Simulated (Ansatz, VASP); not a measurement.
Two plane-wave programs on Mg

The input INCAR:

```
SYSTEM = Mg
PREC = Accurate ; ENCUT = 520
EDIFF = 1E-8 ; ISMEAR = -1
SIGMA = 0.03 ; LREAL = .False.
LASPH = .True. ; NELM = 80
ALGO = Normal ; ISIF = 2
LWAVE = .False. ; LCHARG = .False.
LEFG = .True. ; NBANDS = 7
```

File KPOINTS:

```
Automatic mesh
0
Gamma
  16 16 16
  0 0 0
```

File POSCAR:

```
Mg
1.0
    0.0000000000      2.2591190557      2.2591190557
    2.2591190557      0.0000000000      2.2591190557
    2.2591190557      2.2591190557      0.0000000000
Mg
1
Direct
    0.0000000000      0.0000000000      0.0000000000
```

Input for Ansatz:

```yaml
crystal:
  lattice:
    - [0.0, 2.2591190557, 2.2591190557]
    - [2.2591190557, 0.0, 2.2591190557]
    - [2.2591190557, 2.2591190557, 0.0]
  atoms:
    - { symbol: Mg, position: [0.0, 0.0, 0.0] }
kpoints:
  mp_grid: { grid: [16, 16, 16] }
scf:
  occupations: { method: fermi_dirac, width: 0.03 }
hamiltonian:
  xc: lda
  pseudopotentials: { kind: paw }
output:
  forces: true
  stress: true
  eigenvalues: true
  efg: { contact_densities: true }
```

Change from the starting cell: volume scaled by 1.02, PAW files.

Alike in both runs: task electric field gradients; functional LDA; k mesh 16 × 16 × 16; occupations fermi-dirac, width 0.03 eV; no spin polarisation.

```csv
,VASP,Ansatz
version,VASP 6.6.1,Ansatz 0.2.0
potentials or method,"VASP PAW LDA potentials, release 64 (Mg)","PAW with Ansatz's default frozen-core files, scalar-relativistic"
plane-wave cutoff (eV),520,420
valence electrons in the cell,2,10
```

```csv
,VASP,Ansatz,Ansatz less VASP
pressure (GPa),-2.3,-2.0,+0.31
```

LDA's correlation is that of Perdew and Zunger in VASP and of Perdew and Wang (1992) in Ansatz. VASP's potentials hold 2 valence electrons a cell and Ansatz's 10, so a difference there can come from the potentials and not from the codes.
